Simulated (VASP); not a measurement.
# Ti5H in VASP: further runs, part 2 of 2

VASP 6.6.1. Earlier steps stand in the parts before.

### Step 4. Single point, PBE, collinear spin

INCAR reads:

```
PREC = Accurate
ENCUT = 520
EDIFF = 1E-6
ISMEAR = 0
SIGMA = 0.1
LREAL = False
LASPH = True
NELM = 150
ALGO = Normal
ISIF = 2
LWAVE = False
LCHARG = False
ISPIN = 2
MAGMOM = 0 0 0 0 0 1
LORBIT = 11
LMAXMIX = 4
LDIPOL = True
IDIPOL = 3
DIPOL = 0.5 0.5 0.372
GGA = PE
NBANDS = 44
```

KPOINTS reads:

```
Automatic mesh
0
Gamma
  9 9 1
```

POSCAR reads:

```
Ti5H
1.0
    2.9381632084      0.0000000000      0.0000000000
   -1.4690816042      2.5445239789      0.0000000000
    0.0000000000      0.0000000000     26.2117060745
Ti H
5 1
Direct
    0.6666666667      0.3333333333      0.1526035729
    0.3333333333      0.6666666667      0.2413132777
    0.6666666667      0.3333333333      0.3306032017
    0.3333333333      0.6666666667      0.4219530445
    0.6666666667      0.3333333333      0.5040383879
    0.7777777778      0.2222222222      0.5830107369
```

Potentials or basis: VASP PAW PBE potentials, release 64 (Ti_sv, H).

Launch:

```console
$ cat potpaw_PBE.64/Ti_sv/POTCAR potpaw_PBE.64/H/POTCAR > POTCAR
$ mpirun -np 1 vasp_std > vasp.out
```

OUTCAR:

```text
PREC = Accurate
   ENCUT = 520
   EDIFF = 1E-6
   ISMEAR = 0
   LREAL = False
   LASPH = True
   NELM = 150
   ISIF = 2
   ISPIN = 2
   LORBIT = 11
   GGA = PE

 ion  position               nearest neighbor table
   1  0.667  0.333  0.153-   2 2.88   2 2.88   2 2.88
   2  0.333  0.667  0.241-   1 2.88   1 2.88   1 2.88   3 2.89   3 2.89   3 2.89
   3  0.667  0.333  0.331-   2 2.89   2 2.89   2 2.89
   4  0.333  0.667  0.422-   5 2.74   5 2.74   5 2.74
   5  0.667  0.333  0.504-   4 2.74   4 2.74   4 2.74
   6  0.778  0.222  0.583-

  LATTYP: Found a hexagonal cell.
 ALAT       =     2.9381632084
 C/A-ratio  =     8.9211198342

  Lattice vectors:

 A1 = (   2.9381632084,   0.0000000000,   0.0000000000)
 A2 = (  -1.4690816042,   2.5445239789,   0.0000000000)
 A3 = (   0.0000000000,   0.0000000000,  26.2117060745)

Analysis of symmetry for initial positions (statically):
=====================================================================
 Subroutine PRICEL returns:
 Original cell was already a primitive cell.

 Routine SETGRP: Setting up the symmetry group for a
 hexagonal supercell.

 Subroutine GETGRP returns: Found  2 space group operations
 (whereof  2 operations were pure point group operations)
 out of a pool of 24 trial point group operations.

The static configuration has the point symmetry C_1h.

Analysis of symmetry for dynamics (positions and initial velocities):
=====================================================================
 Subroutine PRICEL returns:
 Original cell was already a primitive cell.

 Routine SETGRP: Setting up the symmetry group for a
 hexagonal supercell.

 Subroutine GETGRP returns: Found  2 space group operations
 (whereof  2 operations were pure point group operations)
 out of a pool of 24 trial point group operations.

The dynamic configuration has the point symmetry C_1h.

Analysis of structural, dynamic, and magnetic symmetry:
[... 186 lines left out ...]
      3     -55.8920      1.00000
      4     -55.8409      1.00000
      5     -55.7186      1.00000
      6     -32.6592      1.00000
[... 1069 lines left out ...]
     41       3.5311      0.00000
     42       3.7926      0.00000

 [... further k-points ...]

 spin component 2

 k-point     1 :       0.0000    0.0000    0.0000
  band No.  band energies     occupation
      1     -56.2777      1.00000
      2     -56.2094      1.00000
      3     -55.9284      1.00000
      4     -55.8762      1.00000
      5     -55.8104      1.00000
      6     -32.6790      1.00000
[... 1069 lines left out ...]
     41       3.2339      0.00000
     42       3.7623      0.00000

 [... further k-points ...]

 [bands above 42 left out]

------------------------ aborting loop because EDIFF is reached ----------------------------------------

 vacuum level on the upper side and lower side of the slab       (xc-potential included)         1.022        -0.967

  FORCE on cell =-STRESS in cart. coord.  units (eV):
  Direction    XX          YY          ZZ          XY          YZ          ZX
  --------------------------------------------------------------------------------------
  -------------------------------------------------------------------------------------
  Total       -0.8028309     -0.9091787     -3.7913076     -0.0920998     -0.5048292      0.8743889
  in kB       -6.5638238     -7.4333069    -30.9971559     -0.7529944     -4.1274070      7.1488715
  external PRESSURE =     -14.9980955 kB  Pullay stress =       0.0000000 kB

 VOLUME and BASIS-vectors are now :
 -----------------------------------------------------------------------------
  energy-cutoff  :      520.00
  volume of cell :      195.96
      direct lattice vectors                 reciprocal lattice vectors
     2.938163208  0.000000000  0.000000000     0.340348690  0.196500408  0.000000000
    -1.469081604  2.544523979  0.000000000     0.000000000  0.393000816  0.000000000
     0.000000000  0.000000000 26.211706075     0.000000000  0.000000000  0.038150893

 POSITION                                       TOTAL-FORCE (eV/Angst)
 -----------------------------------------------------------------------------------
      1.46908      0.84817      4.00000        -0.000237      0.000137      0.465549
     -0.00000      1.69635      6.32523         0.000125     -0.000072     -0.455853
      1.46908      0.84817      8.66567        -0.007220      0.004169      0.103377
     -0.00000      1.69635     11.06011         0.048922     -0.028245     -0.639309
      1.46908      0.84817     13.21171        -0.498343      0.287718      2.222698
      1.95878      0.56545     15.28171         0.456752     -0.263706     -1.696462
 -----------------------------------------------------------------------------------
    total drift:                                0.000007     -0.000004     -0.000277

  FREE ENERGIE OF THE ION-ELECTRON SYSTEM (eV)
  ---------------------------------------------------
  free  energy   TOTEN  =       -40.0233595466 eV

  energy  without entropy=      -39.9931847200  energy(sigma->0) =      -40.00827213

 vacuum level on the upper side and lower side of the slab         7.132         5.105

 total charge

# of ion       s       p       d       tot
------------------------------------------
    1        2.246   6.071   1.878  10.195
    2        2.246   6.122   1.870  10.238
    3        2.246   6.117   1.871  10.234
    4        2.255   6.132   1.890  10.277
    5        2.244   6.101   1.861  10.206
    6        0.419   0.002   0.000   0.421
--------------------------------------------------
tot         11.656  30.545   9.370  51.572

 magnetization (x)

# of ion       s       p       d       tot
------------------------------------------
    1       -0.011  -0.046  -0.548  -0.605
    2        0.001   0.000   0.071   0.073
    3       -0.000  -0.002  -0.026  -0.028
    4        0.000  -0.000  -0.007  -0.007
    5        0.000   0.000   0.009   0.009
    6       -0.000   0.000   0.000  -0.000
--------------------------------------------------
tot         -0.011  -0.047  -0.501  -0.558
```

OSZICAR:

```text
N       E                     dE             d eps       ncg     rms          rms(c)
DAV:   1     0.793160419719E+03    0.79316E+03   -0.32606E+04  4776   0.147E+03
DAV:   2     0.605727923829E+02   -0.73259E+03   -0.71416E+03  4580   0.480E+02
DAV:   3    -0.266377203824E+02   -0.87211E+02   -0.84063E+02  7244   0.149E+02
[... 42 lines left out ...]
DAV:  46    -0.400233429831E+02   -0.14790E-04   -0.48204E-07  3392   0.344E-03    0.985E-04
DAV:  47    -0.400233510966E+02   -0.81135E-05   -0.22070E-07  3016   0.201E-03    0.879E-04
DAV:  48    -0.400233569841E+02   -0.58874E-05   -0.19409E-07  3128   0.155E-03    0.793E-04
DAV:  49    -0.400233591353E+02   -0.21513E-05   -0.12615E-07  2840   0.136E-03    0.604E-04
DAV:  50    -0.400233595466E+02   -0.41123E-06   -0.49288E-08  2760   0.743E-04
   1 F= -.40023360E+02 E0= -.40008272E+02  d E =-.301748E-01  mag=    -0.9576
```

stdout:

```text
POSCAR found type information on POSCAR TiH
 POSCAR found :  2 types and       6 ions
 scaLAPACK will be used
 LDA part: xc-table for (Slater+PW92), standard interpolation
 POSCAR, INCAR and KPOINTS ok, starting setup
 FFT: planning ... GRIDC
 FFT: planning ... GRID_SOFT
 FFT: planning ... GRID
 WAVECAR not read
 entering main loop
```

It took 39 min on 1 thread of Intel Xeon Platinum 8488C (Sapphire Rapids), shared host; peak memory 0.6 GiB.

Results:

| Quantity | Value |
| --- | --- |
| Free energy | -40.0234 eV |
| Largest force | 2.296 eV/Å |
| Net moment | -0.96 μB per cell |
| Site moments | Ti -0.60, +0.07, -0.03, -0.01, +0.01; H -0.00 μB |
| Valence electrons inside the program's atomic spheres | Ti 10.20, 10.24, 10.23, 10.28, 10.21; H 0.42 |

Forces on the atoms (eV/Å):
```
Ti   0.000  0.000  0.466
Ti   0.000  0.000 -0.456
Ti  -0.007  0.004  0.103
Ti   0.049 -0.028 -0.639
Ti  -0.498  0.288  2.223
H    0.457 -0.264 -1.696
```

Levels at points of the mesh, in eV from the Fermi level:
Spin up:
```csv
k point,band 27,band 28,band 29,band 30,band 31,band 32,band 33,band 34
"(0.00, 0.00, 0.00)",0.08,0.24,0.50,0.51,0.61,0.64,0.66,0.77
```
Spin down:
| k point | band 28 | band 29 | band 30 | band 31 | band 32 | band 33 | band 34 | band 35 |
| --- | --- | --- | --- | --- | --- | --- | --- | --- |
| (0.00, 0.00, 0.00) | 0.08 | 0.32 | 0.51 | 0.52 | 0.58 | 0.58 | 0.61 | 0.66 |

### Step 5. Summary

```tsv
cell	gap on the mesh (eV)	moment (μB)	largest force (eV/Å)
as given, atomic positions A	none	1.01	1.85
as given, atomic positions B	none	1.00	2.11
as given, atomic positions C	none	0.96	2.30
```

Alike in all rows: task single point; level PBE; potentials or basis VASP PAW PBE potentials, release 64 (Ti_sv, H); spin collinear; k mesh 9 × 9 × 1; cutoff (eV) 520; smearing gaussian 0.1 eV.

Absolute energies hang on the potentials; compare differences alone.
